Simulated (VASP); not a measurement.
Here is a VASP 6.6.1 calculation.

The input INCAR:

```
SYSTEM = In
  ALGO = Fast
  EDIFF = 1E-7
  ENCUT = 520
  GGA = PE
  ISIF = 2
  ISMEAR = 0
  LASPH = .True.
  LCHARG = .True.
  LELF = .True.
  LREAL = .False.
  LVHAR = .True.
  LWAVE = .False.
  NBANDS = 12
  NELM = 80
  PREC = Accurate
  SIGMA = 0.1
```

File KPOINTS:

```
k-points
0
Gamma
  22 22 22
  0 0 0
```

The input POSCAR:

```
In
1.0
   -1.7205472139      1.7205472139      2.3240406738
    1.7205472139     -1.7205472139      2.3240406738
    1.7205472139      1.7205472139     -2.3240406738
In
1
Direct
    0.0000000000      0.0000000000      0.0000000000
```

Potentials or basis: VASP PAW PBE potentials, release 64 (In_d).

Launch:

```sh
$ cat potpaw_PBE.64/In_d/POTCAR > POTCAR
$ mpirun -np 1 vasp_std > vasp.out
```

Problem. Predict the band gap on the k mesh.

Solution. Zero (an odd number of electrons rules out a gap without spin polarisation).

Problem. Predict the pressure.

Solution. -0.1 GPa.

Caveat: spin-orbit coupling is left out, which moves the levels of the heavy elements.
